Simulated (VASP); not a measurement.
B3C2: relaxation of cell and atoms with PBE

The system is B3C2.

```xyz
5
Lattice="1.2972 0.7490 6.0133 -1.2972 0.7490 6.0133 0.0000 -1.4979 6.0133" Properties=species:S:1:pos:R:3 pbc="T T T"
B     0.0000    0.0000    0.0000
B     0.0000    0.0000    3.7794
B     0.0000    0.0000   14.2606
C     0.0000    0.0000    7.2160
C     0.0000    0.0000   10.8240
```

| Item | Value |
| --- | --- |
| Program | VASP 6.6.1 |
| Task | relaxation of cell and atoms |
| Functional | PBE |
| Potentials or basis | VASP PAW PBE potentials, release 64 (B, C) |
| Cutoff | 600 eV |
| k mesh | 6 × 6 × 6 |
| Occupations | gaussian, width 0.1 eV |
| Spin | no spin polarisation |
| Dipole correction | no |
| Further INCAR settings | ALGO = Normal; EDIFF = 1e-06; IBRION = 2; EDIFFG = -0.04; NSW = 90; ISIF = 3 |

The relaxed volume is 8.43 Å³/atom, the relaxed cell is a = 6.907 Å, b = 6.907 Å, c = 6.907 Å, α = 22.46°, β = 22.46°, γ = 22.46° and the space group after relaxing (to 0.05 Å) is R-3m (No. 166). The energy gained by relaxing is 573.9 meV/atom, the ionic steps are 34 and the pressure after relaxing is 0.1 GPa. The largest force after relaxing is 0.037 eV/Å.

Forces in eV/Å, atoms in the order of the input:
```
B    0.000  0.000  0.000
B    0.000  0.000  0.037
B    0.000  0.000 -0.037
C    0.000  0.000 -0.014
C    0.000  0.000  0.014
```

Stress tensor (GPa, compression positive):
```
 0.18  0.00  0.00
 0.00  0.18  0.00
 0.00  0.00 -0.19
```

The path:
```
step  energy change (eV)  largest force (eV/Å)  pressure (GPa)  volume (Å³)
   1              0.0000                2.3630          -36.33        35.05
   2             -1.1867                0.3052           35.61        27.53
   3             -1.3014                1.2314           13.61        28.98
   4             -1.6387                1.2368            8.13        29.78
   5             -1.7437                1.4193            4.11        30.33
   6             -1.7437                1.4945            5.46        30.17
   7             -1.7507                1.4552            4.74        30.26
   8             -1.9840                0.5541            2.22        31.25
   9             -2.0122                0.2998            1.55        31.73
  10             -2.3777                0.4217            9.42        32.51
  11             -2.4228                0.5632           17.28        33.01
  12             -2.6607                0.7803            3.04        36.23
  13             -2.7040                0.6907           -4.38        38.28
  14             -2.7526                0.4050           -2.94        38.66
  15             -2.7662                0.5794           -2.04        38.95
  16             -2.7959                0.4347            0.71        38.48
  17             -2.8093                0.2193            4.77        37.84
  18             -2.8228                0.0550            2.34        38.16
  19             -2.8239                0.0181            1.42        38.29
  20             -2.8298                0.0700            0.86        38.55
  21             -2.8389                0.2206           -0.69        39.33
  22             -2.8393                0.2586           -1.06        39.52
  23             -2.8448                0.2160            0.33        39.58
  24             -2.8463                0.1817            1.47        39.62
  25             -2.8502                0.1315            1.15        39.77
  26             -2.8562                0.1357            0.37        40.17
  27             -2.8513                0.2596           -1.19        40.98
  28             -2.8571                0.1557           -0.08        40.41
  29             -2.8589                0.1359            0.00        40.51
  30             -2.8631                0.0756            0.21        40.82
  31             -2.8668                0.0525            0.71        41.43
  32             -2.8691                0.0425            0.05        41.95
  33             -2.8692                0.0604           -0.07        42.06
  34             -2.8697                0.0373            0.06        42.17
```

Final structure:
```yaml
crystal:
  lattice:
    - [1.34491, 0.77648, 6.73048]
    - [-1.34491, 0.77648, 6.73048]
    - [0.00000, -1.55296, 6.73048]
  atoms:
    - { symbol: B, position: [0.00000, 0.00000, 0.00000] }
    - { symbol: B, position: [0.25683, 0.25683, 0.25683] }
    - { symbol: B, position: [0.74317, 0.74317, 0.74317] }
    - { symbol: C, position: [0.40718, 0.40718, 0.40718] }
    - { symbol: C, position: [0.59282, 0.59282, 0.59282] }
```

Levels at points of the mesh, in eV from the Fermi level:
```csv
k point,band 5,band 6,band 7,band 8,band 9,band 10,band 11,band 12
"(0.00, 0.00, 0.00)",-1.32,-1.32,-1.15,-1.15,1.57,3.44,3.44,8.26
"(0.50, 0.00, 0.00)",-4.83,-4.80,-4.05,-2.92,-0.45,1.48,3.66,4.48
"(0.50, 0.50, 0.00)",-4.84,-4.64,-4.03,-2.92,-0.59,1.08,3.83,4.13
"(0.50, 0.50, 0.50)",-1.33,-1.33,-1.14,-1.14,3.35,3.44,3.44,5.52
```

It took 26 min on 1 thread of AMD EPYC 7R43 64-Core Processor (Zen 3), on a shared host, peak memory 0.32 GiB.

Caveat: the k points lie up to 0.45 Å⁻¹ apart in the final cell; the volume moved by over 15 % at a fixed basis, so the end points are rough.
